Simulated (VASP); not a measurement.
# ScAl3N4 (scan) (P1) in VASP: notebook, part 2 of 2

VASP 6.6.1. Earlier steps stand in the parts before.

## Step 3: Single point, r2SCAN

This run uses another cell than the first one, of 11.37 Å³/atom, 1.013 times its volume.

POSCAR reads:

```
ScAl3N4
1.0
    4.8322500000     -2.7899008383      0.0000000000
   -3.2215000000      0.0000000000     -5.0615000000
    3.2215000000      5.5798016766      0.0000000000
Sc Al N
2 6 8
Direct
    0.3333333300      0.0000000000      0.0000000000
    0.9166666700      0.5000000000      0.1250000000
    0.8333333300      0.0000000000      0.2500000000
    0.3333333300      0.0000000000      0.5000000000
    0.8333333300      0.0000000000      0.7500000000
    0.4166666700      0.5000000000      0.3750000000
    0.9166666700      0.5000000000      0.6250000000
    0.4166666700      0.5000000000      0.8750000000
    0.6423333300      0.6180000000      0.1545000000
    0.1423333300      0.6180000000      0.4045000000
    0.6423333300      0.6180000000      0.6545000000
    0.1423333300      0.6180000000      0.9045000000
    0.7256666700      0.1180000000      0.0295000000
    0.2256666700      0.1180000000      0.2795000000
    0.7256666700      0.1180000000      0.5295000000
    0.2256666700      0.1180000000      0.7795000000
```

INCAR.step1 reads:

```
SYSTEM = ScAl3N4
ALGO     = Normal         ! electronic algorithm
EDIFF    = 1E-4           ! SCF threshold, eV
ENCUT    = 520            ! plane-wave cutoff, eV
GGA      = PE             ! functional
ISMEAR   = 0              ! smearing method
LASPH    = .True.         ! aspherical terms in the spheres
LCHARG   = .False.        ! write CHGCAR
LREAL    = Auto         
LWAVE    = .True.         ! write WAVECAR
NBANDS   = 54             ! bands
NELM     = 80             ! most SCF steps
PREC     = Accurate       ! precision mode
SIGMA    = 0.1            ! smearing width, eV
```

INCAR.step2 reads:

```
SYSTEM = ScAl3N4
ALGO     = Normal         ! electronic algorithm
EDIFF    = 1E-6           ! SCF threshold, eV
ENCUT    = 520            ! plane-wave cutoff, eV
ISIF     = 2              ! what is computed and relaxed
ISMEAR   = 0              ! smearing method
ISTART   = 1            
LASPH    = .True.         ! aspherical terms in the spheres
LCHARG   = .False.        ! write CHGCAR
LMIXTAU  = .True.       
LREAL    = Auto         
LWAVE    = .False.        ! write WAVECAR
METAGGA  = R2SCAN         ! meta-GGA
NBANDS   = 54             ! bands
NELM     = 80             ! most SCF steps
PREC     = Accurate       ! precision mode
SIGMA    = 0.1            ! smearing width, eV
```

KPOINTS reads:

```
k-points
0
Gamma
  4 4 4
  0 0 0
```

Potentials or basis: VASP PAW PBE potentials, release 64 (Sc_sv, Al, N).

Started as:

```
$ cat potpaw_PBE.64/Sc_sv/POTCAR potpaw_PBE.64/Al/POTCAR potpaw_PBE.64/N/POTCAR > POTCAR
$ cp INCAR.step1 INCAR
$ mpirun -np 1 vasp_std > vasp.out
$ cp INCAR.step2 INCAR
$ mpirun -np 1 vasp_std > vasp.out
```

OUTCAR:

```text
SYSTEM = ScAl3N4
   EDIFF = 1E-6
   ENCUT = 520
   ISIF = 2
   ISMEAR = 0
   ISTART = 1
   LASPH = .True.
   LREAL = Auto
   METAGGA = R2SCAN
   NELM = 80
   PREC = Accurate

 ion  position               nearest neighbor table
   1  0.333  0.000  0.000-  12 1.93  16 1.95  14 1.95  13 1.95   8 3.14   7 3.14   2 3.14   6 3.14
                             2 3.14   8 3.14   3 3.22   5 3.22   4 3.22   4 3.22   3 3.22   5 3.22
   2  0.917  0.500  0.125-  13 1.93  10 1.95  12 1.95   9 1.95   4 3.14   3 3.14   1 3.14   5 3.14
                             3 3.14   1 3.14   8 3.22   6 3.22   7 3.22   7 3.22   8 3.22   6 3.22
   3  0.833  0.000  0.250-   9 1.93  13 1.95  15 1.95  14 1.95   2 3.14   8 3.14   6 3.14   7 3.14
                             6 3.14   2 3.14   4 3.22   1 3.22   5 3.22   5 3.22   1 3.22   4 3.22
   4  0.333  0.000  0.500-  10 1.93  14 1.95  16 1.95  15 1.95   6 3.14   2 3.14   8 3.14   7 3.14
                             6 3.14   7 3.14   5 3.22   3 3.22   1 3.22   1 3.22   3 3.22   5 3.22
   5  0.833  0.000  0.750-  11 1.93  15 1.95  13 1.95  16 1.95   7 3.14   6 3.14   2 3.14   8 3.14
                             7 3.14   8 3.14   1 3.22   4 3.22   3 3.22   3 3.22   1 3.22   4 3.22
   6  0.417  0.500  0.375-  14 1.93  11 1.95   9 1.95  10 1.95   5 3.14   4 3.14   1 3.14   3 3.14
                             4 3.14   3 3.14   2 3.22   7 3.22   8 3.22   8 3.22   7 3.22   2 3.22
   7  0.917  0.500  0.625-  15 1.93  12 1.95  10 1.95  11 1.95   1 3.14   5 3.14   3 3.14   4 3.14
                             5 3.14   4 3.14   6 3.22   8 3.22   2 3.22   2 3.22   8 3.22   6 3.22
   8  0.417  0.500  0.875-  16 1.93   9 1.95  11 1.95  12 1.95   3 3.14   1 3.14   5 3.14   4 3.14
                             1 3.14   5 3.14   7 3.22   2 3.22   6 3.22   6 3.22   7 3.22   2 3.22
   9  0.642  0.618  0.154-   3 1.93   8 1.95   6 1.95   2 1.95
  10  0.142  0.618  0.404-   4 1.93   2 1.95   7 1.95   6 1.95
  11  0.642  0.618  0.654-   5 1.93   6 1.95   8 1.95   7 1.95
  12  0.142  0.618  0.904-   1 1.93   7 1.95   2 1.95   8 1.95
  13  0.726  0.118  0.029-   2 1.93   3 1.95   5 1.95   1 1.95
  14  0.226  0.118  0.279-   6 1.93   4 1.95   1 1.95   3 1.95
  15  0.726  0.118  0.529-   7 1.93   5 1.95   3 1.95   4 1.95
  16  0.226  0.118  0.779-   8 1.93   1 1.95   4 1.95   5 1.95

  LATTYP: Found a base centered monoclinic cell.
 ALAT       =    10.6232382657
 B/A-ratio  =     0.5252448959
 C/A-ratio  =     0.6065005640
 COS(beta)  =    -0.3032502820

  Lattice vectors:

 A1 = (   1.6107500000,  -2.7899008383,  -5.0615000000)
[... 192 lines left out ...]
 maximum number of plane-waves:      4924
 NGX is ok and might be reduce to    42
   NGX = 21   NGY = 23   NGZ = 23

 number of electron      80.0000006 magnetization

 Free energy of the ion-electron system (eV)
  ---------------------------------------------------
  ext. energy  EPLUGINS =         0.00000000
  ---------------------------------------------------
  free energy    TOTEN  =      -161.28065491 eV

  energy without entropy =     -161.28065491  energy(sigma->0) =     -161.28065491

 E-fermi :   5.1206     XC(G=0): -11.3509

 val. band max:        4.6584558401   @ k =   0.0000   0.0000   0.5000
 cond. band min:       9.2093767482   @ k =   0.0000   0.0000   0.0000
 fundamental gap:      4.5509209082
 Fermi energy:         5.1205728797

 k-point     1 :       0.0000    0.0000    0.0000
  band No.  band energies     occupation
      1     -42.8526      2.00000
      2     -42.8025      2.00000
      3     -21.1169      2.00000
      4     -20.8850      2.00000
      5     -20.8377      2.00000
      6     -20.8177      2.00000
[... 1309 lines left out ...]
     51      12.3610      0.00000
     52      12.8144      0.00000

 [... further k-points ...]

 [bands above 52 left out]

------------------------ aborting loop because EDIFF is reached ----------------------------------------

  FORCE on cell =-STRESS in cart. coord.  units (eV):
  Direction    XX          YY          ZZ          XY          YZ          ZX
  --------------------------------------------------------------------------------------
  -------------------------------------------------------------------------------------
  Total        1.6569886      1.6331463      5.4308143     -0.0591349      0.1953084     -0.1006923
  in kB       14.5896198     14.3796905     47.8177793     -0.5206773      1.7196710     -0.8865854
  external PRESSURE =      25.5956965 kB  Pullay stress =       0.0000000 kB

 VOLUME and BASIS-vectors are now :
 -----------------------------------------------------------------------------
  energy-cutoff  :      520.00
  volume of cell :      181.96
      direct lattice vectors                 reciprocal lattice vectors
     4.832250000 -2.789900838  0.000000000     0.155207202 -0.089608920 -0.098784945
    -3.221500000  0.000000000 -5.061500000     0.000000000  0.000000000 -0.197569890
     3.221500000  5.579801677  0.000000000     0.077603601  0.134413379 -0.049392473

 POSITION                                       TOTAL-FORCE (eV/Angst)
 -----------------------------------------------------------------------------------
      1.61075     -0.92997      0.00000        -0.043617     -0.263370     -0.617449
      3.22150     -1.85993     -2.53075         0.264811     -0.151547     -0.720212
      4.83225     -0.92997      0.00000         0.043834      0.150743     -0.147847
      3.22150      1.85993      0.00000        -0.010945      0.199935     -0.176340
      6.44300      1.85993      0.00000         0.030479     -0.188769     -0.170319
      1.61075      0.92997     -2.53075        -0.061843      0.342278     -0.208552
[... 8 lines left out ...]
      4.83225      0.92997     -0.59726        -0.175012      0.027316      0.141225
      3.22150      3.71987     -0.59726        -2.816134     -1.690114     -0.874582
 -----------------------------------------------------------------------------------
    total drift:                               -0.007730      0.003757      0.032932

  FREE ENERGIE OF THE ION-ELECTRON SYSTEM (eV)
  ---------------------------------------------------
  free  energy   TOTEN  =      -161.2806549076 eV

  energy  without entropy=     -161.2806549076  energy(sigma->0) =     -161.28065491
```

Wall time 17 min (1 thread of Intel Xeon 6975P-C (Granite Rapids), shared host); peak memory 0.44 GiB.

What came out:

```yaml
Free_energy: -161.2807 eV
Pressure: 2.6 GPa
Largest_force: 4.207 eV/Å
Band_gap_on_the_k_mesh: 4.55 eV, indirect (least direct gap 4.60 eV)
```

Forces in eV/Å, atoms in the order of the input:
```
Sc  -0.044 -0.263 -0.617
Sc   0.265 -0.152 -0.720
Al   0.044  0.151 -0.148
Al  -0.011  0.200 -0.176
Al   0.030 -0.189 -0.170
Al  -0.062  0.342 -0.209
Al   0.169 -0.124 -0.085
Al  -0.311 -0.115 -0.111
N   -2.942  1.741 -0.686
N    2.854  1.665 -0.874
N    0.150 -0.126  0.124
N   -0.076 -3.170  2.550
N    2.916 -1.630  2.557
N    0.008  3.332 -0.703
N   -0.175  0.027  0.141
N   -2.816 -1.690 -0.875
```

Caveat: the PAW data sets were made with another functional, which shifts forces and pressure a little. A k mesh can miss the band edges.
